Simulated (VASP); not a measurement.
Here is a VASP 6.6.1 calculation.

File INCAR:

```
PREC = Accurate
ENCUT = 520
EDIFF = 1E-6
ISMEAR = 1
SIGMA = 0.025
LREAL = F
LASPH = T
NELM = 80
ALGO = Normal
ISIF = 2
LWAVE = F
LCHARG = F
GGA = PE
NBANDS = 11
```

File KPOINTS:

```
Automatic mesh
0
Gamma
  7 7 7
```

POSCAR

```
Pt
1.0
    0.0000000000      3.1048950000      0.0000000000
    3.1048950000      0.0000000000      0.0000000000
    1.5524470000      1.5524470000     -2.6062300000
Pt
1
Direct
    0.0000000000      0.0000000000      0.0000000000
```

Potentials or basis: VASP PAW PBE potentials, release 64 (Pt).

Command:

```bash
$ cat potpaw_PBE.64/Pt/POTCAR > POTCAR
$ mpirun -np 1 vasp_std > vasp.out
```

**Question.** What does it give for the pressure?

**Answer.** -29.5 GPa.

**Question.** Estimate the band gap on the k mesh.

**Answer.** Zero (band 5 reaches 4.18 eV, above the bottom of band 6 at 3.22 eV).

Stress tensor (GPa, compression positive):
```
-30.06   0.00   0.00
  0.00 -30.06   0.00
  0.00   0.00 -28.23
```

Caveat: spin-orbit coupling is left out, which moves the levels of the heavy elements.
